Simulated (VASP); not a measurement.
Input of a VASP 6.6.1 run:

INCAR

```
SYSTEM = Ga2GeO3
PREC = Accurate
ENCUT = 520
EDIFF = 1E-7
ISMEAR = 0
SIGMA = 0.1
LREAL = .False.
LASPH = .True.
NELM = 100
ALGO = Normal
ISIF = 2
LWAVE = .False.
LCHARG = .False.
GGA = PE
NBANDS = 38
```

Contents of KPOINTS:

```
regular mesh
0
Gamma
  4 4 6
  0 0 0
```

Contents of POSCAR:

```
Ga2GeO3
1.0
    2.2716028700     -4.8059842600      0.0000000000
    2.2716028700      4.8059842600      0.0000000000
    0.0000000000      0.0000000000      3.5773720000
Ga Ge O
2 1 3
Direct
    0.6549724500      0.3450275500      0.5000000000
    0.3450275500      0.6549724500      0.5000000000
    0.0000000000      0.0000000000      0.0000000000
    0.1453886600      0.8546113400      0.5000000000
    0.8546113400      0.1453886600      0.5000000000
    0.5000000000      0.5000000000      0.0000000000
```

Potentials or basis: VASP PAW PBE potentials, release 64 (Ga_d, Ge_d, O).

Command:

```bash
$ cat potpaw_PBE.64/Ga_d/POTCAR potpaw_PBE.64/Ge_d/POTCAR potpaw_PBE.64/O/POTCAR > POTCAR
$ mpirun -np 1 vasp_std > vasp.out
```

(1) What does it give for the band gap on the k mesh?

(2) Estimate the pressure.

(3) Estimate the largest force.

## Answers

(1) zero (band 29 reaches 7.01 eV, above the bottom of band 30 at 5.95 eV).

(2) 9.9 GPa.

(3) 1.177 eV/Å.

Caveat: the k points lie up to 0.38 Å⁻¹ apart; forces of over 1 eV/Å act on the atoms, so gaps and moduli don't describe the material at rest.
